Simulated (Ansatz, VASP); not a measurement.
## Ca: VASP beside Ansatz

```
Ca
1.0
    -2.24000    2.24000    2.31840
     2.24000   -2.24000    2.31840
     2.24000    2.24000   -2.31840
Ca
1
Direct
  0.00000 0.00000 0.00000
```

Change from the starting cell: strain +0.0350 x Voigt [0, 0, 1, 0, 0, 0], atoms carried along.

Alike in both runs: task single point; functional LDA; k mesh 16 × 16 × 16; occupations gaussian, width 0.15 eV; no spin polarisation.

|  | VASP | Ansatz |
| --- | --- | --- |
| version | VASP 6.6.1 | Ansatz 0.2.0 |
| potentials or method | VASP PAW LDA potentials, release 64 (Ca_sv), cutoff 520 eV | scalar-relativistic, plane waves, PAW |
| valence electrons in the cell | 10 | 10 |

```csv
,VASP,Ansatz,Ansatz less VASP
gap on the k mesh at the Fermi level (eV),none,none,-
pressure (GPa),-2.8,-2.8,0.00
"traceless stress, the component that is largest in VASP (GPa)",0.05,0.05,0.000
```

LDA's correlation is that of Perdew and Zunger in VASP and of Perdew and Wang (1992) in Ansatz. A gap of «none» marks a metal or a gap that the smearing closes.
